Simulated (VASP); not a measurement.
# MoSe (Pm-3m) in VASP: notebook

Runs on MoSe. Level: PBEsol. Tasks: single point.

All numbers are computed with VASP 6.6.1; they aren't measurements. Logs are shortened: lines on timing, memory, paths and dates and some standing lists are left out, and cuts for length are marked.

### Step 1. The cell of the first run

The structure is cubic, space group Pm-3m (No. 221). Conventional cell: a = 3.168 Å, b = 3.168 Å, c = 3.168 Å, α = 90.00°, β = 90.00°, γ = 90.00°. Within 3.6 Å of Mo (site symmetry m-3m) lie 8 Se at 2.74 Å and 6 Mo at 3.17 Å. Se (site symmetry m-3m) has 8 Mo at 2.74 Å and 6 Se at 3.17 Å within 3.6 Å.

### Step 2. Single point, PBEsol, collinear spin

Input file INCAR:

```
PREC = Accurate ; ENCUT = 520
EDIFF = 1E-6 ; ISMEAR = 0
SIGMA = 0.1 ; LREAL = False
LASPH = True ; NELM = 150
ALGO = Normal ; ISIF = 2
LWAVE = False ; LCHARG = True
ISPIN = 2 ; MAGMOM = 3.5 0
LORBIT = 11 ; LMAXMIX = 4
GGA = PS ; LELF = True
LVHAR = True ; NBANDS = 21
```

Input file KPOINTS:

```
Automatic mesh
0
Gamma
  14 14 14
```

Input file POSCAR:

```
MoSe
1.0
    3.1681740850      0.0000000000      0.0000000000
    0.0000000000      3.1681740850      0.0000000000
    0.0000000000      0.0000000000      3.1681740850
Mo Se
1 1
Direct
    0.0000000000      0.0000000000      0.0000000000
    0.5000000000      0.5000000000      0.5000000000
```

Potentials or basis: VASP PAW PBE potentials, release 64 (Mo_sv, Se).

Run with:

```bash
cat potpaw_PBE.64/Mo_sv/POTCAR potpaw_PBE.64/Se/POTCAR > POTCAR
mpirun -np 1 vasp_std > vasp.out
```

OUTCAR:

```text
PREC = Accurate
   ENCUT = 520
   EDIFF = 1E-6
   ISMEAR = 0
   LREAL = False
   LASPH = True
   NELM = 150
   ISIF = 2
   ISPIN = 2
   LORBIT = 11
   GGA = PS

 ion  position               nearest neighbor table
   1  0.000  0.000  0.000-   2 2.74   2 2.74   2 2.74   2 2.74   2 2.74   2 2.74   2 2.74   2 2.74

   2  0.500  0.500  0.500-   1 2.74   1 2.74   1 2.74   1 2.74   1 2.74   1 2.74   1 2.74   1 2.74

  LATTYP: Found a simple cubic cell.
 ALAT       =     3.1681740850

  Lattice vectors:

 A1 = (   3.1681740850,   0.0000000000,   0.0000000000)
 A2 = (   0.0000000000,   3.1681740850,   0.0000000000)
 A3 = (   0.0000000000,   0.0000000000,   3.1681740850)

Analysis of symmetry for initial positions (statically):
=====================================================================
 Subroutine PRICEL returns:
 Original cell was already a primitive cell.

 Routine SETGRP: Setting up the symmetry group for a
 simple cubic supercell.

 Subroutine GETGRP returns: Found 48 space group operations
 (whereof 48 operations were pure point group operations)
 out of a pool of 48 trial point group operations.

The static configuration has the point symmetry O_h .

Analysis of symmetry for dynamics (positions and initial velocities):
=====================================================================
 Subroutine PRICEL returns:
 Original cell was already a primitive cell.

 Routine SETGRP: Setting up the symmetry group for a
 simple cubic supercell.

 Subroutine GETGRP returns: Found 48 space group operations
 (whereof 48 operations were pure point group operations)
 out of a pool of 48 trial point group operations.

The dynamic configuration has the point symmetry O_h .

Analysis of structural, dynamic, and magnetic symmetry:
=====================================================================
 Subroutine PRICEL returns:
 Original cell was already a primitive cell.

 Routine SETGRP: Setting up the symmetry group for a
 simple cubic supercell.

 Subroutine GETGRP returns: Found 48 space group operations
 (whereof 48 operations were pure point group operations)
 out of a pool of 48 trial point group operations.

The overall configuration has the point symmetry O_h .

 Subroutine INISYM returns: Found 48 space group operations
 (whereof 48 operations are pure point group operations),
 and found     1 'primitive' translations

----------------------------------------------------------------------------------------

                                     Primitive cell

  volume of cell :      31.8000

  direct lattice vectors                    reciprocal lattice vectors
     3.168174085  0.000000000  0.000000000     0.315639221  0.000000000  0.000000000
     0.000000000  3.168174085  0.000000000     0.000000000  0.315639221  0.000000000
     0.000000000  0.000000000  3.168174085     0.000000000  0.000000000  0.315639221

  length of vectors
     3.168174085  3.168174085  3.168174085     0.315639221  0.315639221  0.315639221

  position of ions in fractional coordinates (direct lattice)
     0.000000000  0.000000000  0.000000000
     0.500000000  0.500000000  0.500000000

  ion indices of the primitive-cell ions
   primitive index   ion index
                 1           1
                 2           2

----------------------------------------------------------------------------------------

 KPOINTS: Automatic mesh

Automatic generation of k-mesh.
 Grid dimensions read from file:
 generate k-points for:   14   14   14

 Generating k-lattice:

  Cartesian coordinates                     Fractional coordinates (reciprocal lattice)
     0.022545659  0.000000000  0.000000000     0.071428571  0.000000000  0.000000000
     0.000000000  0.022545659  0.000000000     0.000000000  0.071428571  0.000000000
     0.000000000  0.000000000  0.022545659     0.000000000  0.000000000  0.071428571

  Length of vectors
     0.022545659  0.022545659  0.022545659

  Shift w.r.t. Gamma in fractional coordinates (k-lattice)
     0.000000000  0.000000000  0.000000000

 Subroutine IBZKPT returns following result:
 ===========================================

 Found    120 irreducible k-points:

 Following reciprocal coordinates:
            Coordinates               Weight
  0.000000  0.000000  0.000000      1.000000
  0.071429  0.000000  0.000000      6.000000
  0.142857  0.000000  0.000000      6.000000
  0.214286  0.000000  0.000000      6.000000
  0.285714  0.000000  0.000000      6.000000
  0.357143  0.000000  0.000000      6.000000
[... 16 lines left out ...]
  0.285714  0.214286  0.000000     24.000000
  0.357143  0.214286  0.000000     24.000000
 [... further k-points ...]
   k-points           NKPTS =    120   k-points in BZ     NKDIM =    120   number of bands    NBANDS=     21
   number of dos      NEDOS =    301   number of ions     NIONS =      2
   total plane-waves  NPLWV =  13824
   dimension x,y,z NGX =    24 NGY =   24 NGZ =   24
   dimension x,y,z NGXF=    48 NGYF=   48 NGZF=   48
   ions per type =               1   1
   NGX,Y,Z   is equivalent  to a cutoff of  12.59, 12.59, 12.59 a.u.
   NGXF,Y,Z  is equivalent  to a cutoff of  25.19, 25.19, 25.19 a.u.
 SYSTEM =  unknown system
   PREC   = accura    normal or accurate (medium, high low for compatibility)
   ISTART =      0    job   : 0-new  1-cont  2-samecut
   ICHARG =      2    charge: 1-file 2-atom 10-const
   ISPIN  =      2    spin polarized calculation?
   LNONCOLLINEAR =      F non collinear calculations
   LSORBIT =      F    spin-orbit coupling
   LASPH  =      T    aspherical Exc in radial PAW
   ENCUT  =  520.0 eV  38.22 Ry    6.18 a.u.   5.89  5.89  5.89*2*pi/ulx,y,z
   NELM   =    150;   NELMIN=  2; NELMDL= -5     # of ELM steps
   EDIFF  = 0.1E-05   stopping-criterion for ELM
   LREAL  =      F    real-space projection
   EDIFFG = 0.1E-04   stopping-criterion for IOM
   NSW    =      0    number of steps for IOM
   IBRION =     -1    ionic relax: 0-MD 1-quasi-New 2-CG
   NFREE  =      0    steps in history (QN), initial steepest desc. (CG)
   ISIF   =      2    stress and relaxation
   ISYM   =      2    0-nonsym 1-usesym 2-fastsym
   POTIM  = 0.5000    time-step for ionic-motion
   TEBEG  =    0.0;   TEEND  =   0.0 temperature during run
   PSTRESS=    0.0 pullay stress
   NELECT =      20.0000    total number of electrons
   NUPDOWN=      -1.0000    fix difference up-down
   EMIN   =  10.00;   EMAX   =-10.00  energy-range for DOS
   EFERMI =   0.00;   METHOD = LEGACY
   ISMEAR =     0;   SIGMA  =   0.10  broadening in eV -4-tet -1-fermi 0-gaus
   EFERMI_NEDOS =   21; number of points for ismear=-14 and -15
   IALGO  =     38    algorithm
   IMIX   =      4    mixing-type and parameters
     AMIX     =   0.40;   BMIX     =  1.00
     AMIX_MAG =   1.60;   BMIX_MAG =  1.00
  volume/ion in A,a.u.               =      15.90       107.30
  Fermi-wavevector in a.u.,A,eV,Ry     =   1.402628  2.650582 26.767624  1.967365
  Thomas-Fermi vector in A             =   2.525371
   LORBIT       =     11    0 simple, 1 ext, 2 COOP (PROOUT), +10 PAW based schemes
   GGA     = PS    functional components
   LHFCALC =     F    Hartree Fock is set to
   AEXX    =    0.0000 exact exchange contribution
   IVDW    =     0    specifies the selected vdW correction
   LEPSILON=     F    determine dielectric tensor
   LRPA    =     F    only Hartree local field effects (RPA)
 spin polarized calculation
 Gauss-broadening in eV      SIGMA  =   0.10
  energy-cutoff  :      520.00
  volume of cell :       31.80
 maximum number of plane-waves:       876
 NGX is ok and might be reduce to    24
   NGX = 11   NGY = 11   NGZ = 11

 number of electron      20.0000003 magnetization      -0.0230046

 number of electron      20.0000003 magnetization       0.0010397

 Free energy of the ion-electron system (eV)
  ---------------------------------------------------
  ext. energy  EPLUGINS =         0.00000000
  ---------------------------------------------------
  free energy    TOTEN  =       -15.61386056 eV

  energy without entropy =      -15.60546635  energy(sigma->0) =      -15.60966346

 E-fermi :  10.7464     XC(G=0): -12.6300

 val. band max:       10.7448791278   @ k =   0.2857   0.0714   0.0714
 cond. band min:      10.7569085727   @ k =   0.5000   0.4286   0.2143
 fundamental gap:      0.0120294449
 Fermi energy:        10.7463585656

 spin component 1

 k-point     1 :       0.0000    0.0000    0.0000
  band No.  band energies     occupation
      1     -50.2850      1.00000
      2     -24.3067      1.00000
      3     -24.3067      1.00000
      4     -24.3067      1.00000
      5      -5.6472      1.00000
      6       7.2862      1.00000
[... 13 lines left out ...]
     20      28.5477      0.00000
     21      28.5477      0.00000
[... 529 lines left out ...]
 k-point    24 :       0.3571    0.2143    0.0000
  band No.  band energies     occupation
      1     -50.2610      1.00000
      2     -24.5154      1.00000
      3     -24.3872      1.00000
      4     -24.2757      1.00000
      5      -4.0963      1.00000
      6       3.5676      1.00000
[... 13 lines left out ...]
     20      26.2679      0.00000
     21      29.2889      0.00000

 [... further k-points ...]

 spin component 2

 k-point     1 :       0.0000    0.0000    0.0000
  band No.  band energies     occupation
      1     -50.2842      1.00000
      2     -24.3060      1.00000
      3     -24.3060      1.00000
      4     -24.3060      1.00000
      5      -5.6471      1.00000
      6       7.2864      1.00000
[... 13 lines left out ...]
     20      28.5480      0.00000
     21      28.5480      0.00000
[... 529 lines left out ...]
 k-point    24 :       0.3571    0.2143    0.0000
  band No.  band energies     occupation
      1     -50.2603      1.00000
      2     -24.5148      1.00000
      3     -24.3866      1.00000
      4     -24.2751      1.00000
      5      -4.0962      1.00000
      6       3.5679      1.00000
[... 13 lines left out ...]
     20      26.2684      0.00000
     21      29.2894      0.00000

 [... further k-points ...]

------------------------ aborting loop because EDIFF is reached ----------------------------------------

  FORCE on cell =-STRESS in cart. coord.  units (eV):
  Direction    XX          YY          ZZ          XY          YZ          ZX
  --------------------------------------------------------------------------------------
  -------------------------------------------------------------------------------------
  Total       -1.9892628     -1.9892628     -1.9892628      0.0000000     -0.0000000      0.0000000
  in kB     -100.2249014   -100.2249014   -100.2249014      0.0000000     -0.0000000      0.0000000
  external PRESSURE =    -100.2249014 kB  Pullay stress =       0.0000000 kB

 VOLUME and BASIS-vectors are now :
 -----------------------------------------------------------------------------
  energy-cutoff  :      520.00
  volume of cell :       31.80
      direct lattice vectors                 reciprocal lattice vectors
     3.168174085  0.000000000  0.000000000     0.315639221  0.000000000  0.000000000
     0.000000000  3.168174085  0.000000000     0.000000000  0.315639221  0.000000000
     0.000000000  0.000000000  3.168174085     0.000000000  0.000000000  0.315639221

 POSITION                                       TOTAL-FORCE (eV/Angst)
 -----------------------------------------------------------------------------------
      0.00000      0.00000      0.00000         0.000000      0.000000      0.000000
      1.58409      1.58409      1.58409         0.000000      0.000000      0.000000
 -----------------------------------------------------------------------------------
    total drift:                                0.000000      0.000000      0.000000

  FREE ENERGIE OF THE ION-ELECTRON SYSTEM (eV)
  ---------------------------------------------------
  free  energy   TOTEN  =       -15.6138605649 eV

  energy  without entropy=      -15.6054663542  energy(sigma->0) =      -15.60966346

 total charge

# of ion       s       p       d       tot
------------------------------------------
    1        2.232   6.116   3.997  12.346
    2        1.455   2.260   0.138   3.853
--------------------------------------------------
tot          3.687   8.376   4.136  16.198

 magnetization (x)

# of ion       s       p       d       tot
------------------------------------------
    1        0.000   0.000   0.000   0.000
    2       -0.000  -0.000   0.000  -0.000
--------------------------------------------------
tot         -0.000  -0.000   0.000   0.000
```

It took 37 s on 1 thread of Intel Xeon 6975P-C (Granite Rapids), shared host; peak memory 0.24 GiB.

Results:

* Free energy: -15.6139 eV
* Pressure: -10.0 GPa
* Band gap on the k mesh: zero (filled and empty bands overlap)
* Net moment: 0.00 μB per cell
* Valence electrons inside the program's atomic spheres: Mo 12.35; Se 3.85

Caveat: the cell stands under tension; the PAW data sets were made with another functional, which shifts forces and pressure a little.

### Step 3. Single point, PBEsol, collinear spin

This run uses another cell than the first one, of 16.80 Å³/atom.

Input file INCAR:

```
PREC = Accurate
ENCUT = 520
EDIFF = 1E-6
ISMEAR = 0
SIGMA = 0.1
LREAL = False
LASPH = True
NELM = 150
ALGO = Normal
ISIF = 2
LWAVE = False
LCHARG = True
ISPIN = 2
MAGMOM = 3.5 0
LORBIT = 11
LMAXMIX = 4
GGA = PS
LELF = True
LVHAR = True
NBANDS = 21
```

Input file KPOINTS:

```
regular mesh
0
Gamma
  14 14 14
```

Input file POSCAR:

```
MoSe
1.0
    3.2268572713      0.0000000000      0.0000000000
    0.0000000000      3.2268572713      0.0000000000
    0.0000000000      0.0000000000      3.2268572713
Mo Se
1 1
Direct
    0.0000000000      0.0000000000      0.0000000000
    0.5000000000      0.5000000000      0.5000000000
```

Potentials or basis: VASP PAW PBE potentials, release 64 (Mo_sv, Se).

Run with:

```bash
cat potpaw_PBE.64/Mo_sv/POTCAR potpaw_PBE.64/Se/POTCAR > POTCAR
mpirun -np 1 vasp_std > vasp.out
```

OUTCAR:

```text
PREC = Accurate
   ENCUT = 520
   EDIFF = 1E-6
   ISMEAR = 0
   LREAL = False
   LASPH = True
   NELM = 150
   ISIF = 2
   ISPIN = 2
   LORBIT = 11
   GGA = PS

 ion  position               nearest neighbor table
   1  0.000  0.000  0.000-   2 2.79   2 2.79   2 2.79   2 2.79   2 2.79   2 2.79   2 2.79   2 2.79

   2  0.500  0.500  0.500-   1 2.79   1 2.79   1 2.79   1 2.79   1 2.79   1 2.79   1 2.79   1 2.79

  LATTYP: Found a simple cubic cell.
 ALAT       =     3.2268572713

  Lattice vectors:

 A1 = (   3.2268572713,   0.0000000000,   0.0000000000)
 A2 = (   0.0000000000,   3.2268572713,   0.0000000000)
[... 1369 lines left out ...]

 VOLUME and BASIS-vectors are now :
 -----------------------------------------------------------------------------
  energy-cutoff  :      520.00
  volume of cell :       33.60
      direct lattice vectors                 reciprocal lattice vectors
     3.226857271  0.000000000  0.000000000     0.309899049  0.000000000  0.000000000
     0.000000000  3.226857271  0.000000000     0.000000000  0.309899049  0.000000000
     0.000000000  0.000000000  3.226857271     0.000000000  0.000000000  0.309899049

 POSITION                                       TOTAL-FORCE (eV/Angst)
 -----------------------------------------------------------------------------------
      0.00000      0.00000      0.00000         0.000000      0.000000      0.000000
      1.61343      1.61343      1.61343         0.000000      0.000000      0.000000
 -----------------------------------------------------------------------------------
    total drift:                               -0.000000      0.000000      0.000000

  FREE ENERGIE OF THE ION-ELECTRON SYSTEM (eV)
  ---------------------------------------------------
  free  energy   TOTEN  =       -15.4580677523 eV

  energy  without entropy=      -15.4494409481  energy(sigma->0) =      -15.45375435

 total charge

# of ion       s       p       d       tot
------------------------------------------
    1        2.220   6.099   3.932  12.252
    2        1.457   2.229   0.120   3.806
--------------------------------------------------
tot          3.678   8.328   4.052  16.058

 magnetization (x)

# of ion       s       p       d       tot
------------------------------------------
    1        0.000   0.000  -0.000  -0.000
    2        0.000   0.000   0.000   0.000
--------------------------------------------------
tot          0.000   0.000  -0.000  -0.000
```

stdout:

```text
POSCAR found type information on POSCAR MoSe
 POSCAR found :  2 types and       2 ions
 scaLAPACK will be used
 -----------------------------------------------------------------------------
|                                                                             |
|                                                                             |
|     You enforced a specific xc type in the INCAR file but a different       |
|     I HOPE YOU KNOW WHAT YOU ARE DOING!                                     |
|                                                                             |
 -----------------------------------------------------------------------------

 LDA part: xc-table for (Slater+PW92), standard interpolation
 POSCAR, INCAR and KPOINTS ok, starting setup
 FFT: planning ... GRIDC
 FFT: planning ... GRID_SOFT
 FFT: planning ... GRID
 WAVECAR not read
 entering main loop
```

Wall time 40 s (1 thread of Intel Xeon 6975P-C (Granite Rapids), shared host); peak memory 0.24 GiB.

Results:

```yaml
Free_energy: -15.4581 eV
Pressure: -17.4 GPa
Band_gap_on_the_k_mesh: zero (filled and empty bands overlap)
Net_moment: 0.00 μB per cell
Valence_electrons_inside_the_program's_atomic_spheres: Mo 12.25; Se 3.81
```

Caveat: the cell stands under tension; the PAW data sets were made with another functional, which shifts forces and pressure a little.

(Part 1 of 2 ends here.)

The gap in the log of VASP goes by the Fermi energy; the results here count the filled bands.